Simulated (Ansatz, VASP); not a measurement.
Two plane-wave programs on MgI2

Contents of INCAR:

```
ALGO = Normal
EDIFF = 1E-8
ENCUT = 520
GGA = PS
ISIF = 2
ISMEAR = -1
LASPH = True
LCHARG = False
LEFG = True
LREAL = False
LWAVE = False
NBANDS = 15
NELM = 100
PREC = Accurate
SIGMA = 0.03
```

File KPOINTS:

```
k-points
0
Gamma
  7 7 4
```

The input POSCAR:

```
MgI2
1.0
    4.1398080440      0.0000000000      0.0000000000
   -2.0699040220      3.5851789328      0.0000000000
    0.0000000000      0.0000000000      6.8390499958
Mg I
1 2
Direct
    0.0000000000      0.0000000000      0.0000000000
    0.3333333333      0.6666666667      0.7576300000
    0.6666666667      0.3333333333      0.2423700000
```

Input for Ansatz:

```yaml
crystal:
  lattice:
    - [4.139808044, 0.0, 0.0]
    - [-2.069904022, 3.5851789328, 0.0]
    - [0.0, 0.0, 6.8390499958]
  atoms:
    - { symbol: Mg, position: [0.0, 0.0, 0.0] }
    - { symbol: I, position: [0.3333333333, 0.6666666667, 0.75763] }
    - { symbol: I, position: [0.6666666667, 0.3333333333, 0.24237] }
kpoints:
  mp_grid: { grid: [7, 7, 4] }
scf:
  occupations: { method: fermi_dirac, width: 0.03 }
hamiltonian:
  xc: pbesol
  pseudopotentials: { kind: paw }
output:
  forces: true
  stress: true
  eigenvalues: true
  efg: { contact_densities: true }
```

Change from the starting cell: volume scaled by 0.99, PAW files.

Alike in both runs: task electric field gradients; functional PBEsol; k mesh 7 × 7 × 4; occupations fermi-dirac, width 0.03 eV; no spin polarisation.

|  | VASP | Ansatz |
| --- | --- | --- |
| version | VASP 6.6.1 | Ansatz 0.2.0 |
| potentials or method | VASP PAW PBE potentials, release 64 (Mg, I) | PAW with Ansatz's default frozen-core files, scalar-relativistic |
| plane-wave cutoff (eV) | 520 | 420 |
| valence electrons in the cell | 16 | 44 |

Ansatz gave:

```
gap on the k mesh at the Fermi level (eV)                     : 3.48
pressure (GPa)                                                : 0.1
traceless stress, the component that is largest in VASP (GPa) : 0.25
rms of the force components (eV/Å)                            : 0.007
size of Vzz on the site where it differs most (V/Å²)          : 50.4
```

**Question.** What did VASP give for the same quantities?

**Answer.** gap on the k mesh at the Fermi level (eV): 3.47; pressure (GPa): 0.1; traceless stress, the component that is largest in VASP (GPa): 0.26; rms of the force components (eV/Å): 0.005; size of Vzz on the site where it differs most (V/Å²): 49.0.

VASP's potentials were made for PBE, not for PBEsol. Atom by atom the forces differ by 0.002 eV/Å (rms over components). VASP's potentials hold 16 valence electrons a cell and Ansatz's 44, so a difference there can come from the potentials and not from the codes.

Neither program's run includes spin-orbit coupling.
